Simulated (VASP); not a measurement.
Set up this calculation in VASP 6.6.1, as the native input.

| Quantity | Value |
| --- | --- |
| Task | single point |
| Functional | PBE |
| Potentials or basis | VASP PAW PBE potentials, release 64 (Mg, O) |
| Cutoff | 600 eV |
| k mesh | 4 × 4 × 4 |
| Occupations | gaussian, width 0.01 eV |
| Spin | no spin polarisation |
| Dipole correction | no |
| Further INCAR settings | ALGO = Normal; EDIFF = 1e-06; NBANDS = 11 |

The structure of MgO lies in POSCAR:

```
MgO
1.0
    2.6233491278      0.0000000000      0.0000000000
    0.0000000000      2.6233491278      0.0000000000
    0.0000000000      0.0000000000      2.6233491278
Mg O
1 1
Direct
    0.0000000000      0.0000000000      0.0000000000
    0.5000000000      0.5000000000      0.5000000000
```

The input as run:

INCAR

```
ALGO = Normal
EDIFF = 1E-6
ENCUT = 600
GGA = PE
GGA_COMPAT = F
ISIF = 2
ISMEAR = 0
LASPH = T
LCHARG = T
LELF = T
LREAL = F
LVHAR = T
LWAVE = F
NBANDS = 11
NELM = 120
PREC = Accurate
SIGMA = 0.01
```

KPOINTS

```
k-points
0
Gamma
  4 4 4
```

Potentials or basis: VASP PAW PBE potentials, release 64 (Mg, O).

Run with:

```sh
$ cat potpaw_PBE.64/Mg/POTCAR potpaw_PBE.64/O/POTCAR > POTCAR
$ mpirun -np 1 vasp_std > vasp.out
```

Results of the run:

```yaml
Pressure: 5.3 GPa
Band_gap_on_the_k_mesh: 2.59 eV, indirect (least direct gap 3.62 eV)
```

Caveat: the k points lie up to 0.60 Å⁻¹ apart.

It took 5.6 s on 1 thread of Intel Xeon 8259CL, with other jobs on the host, peak memory 0.14 GiB.
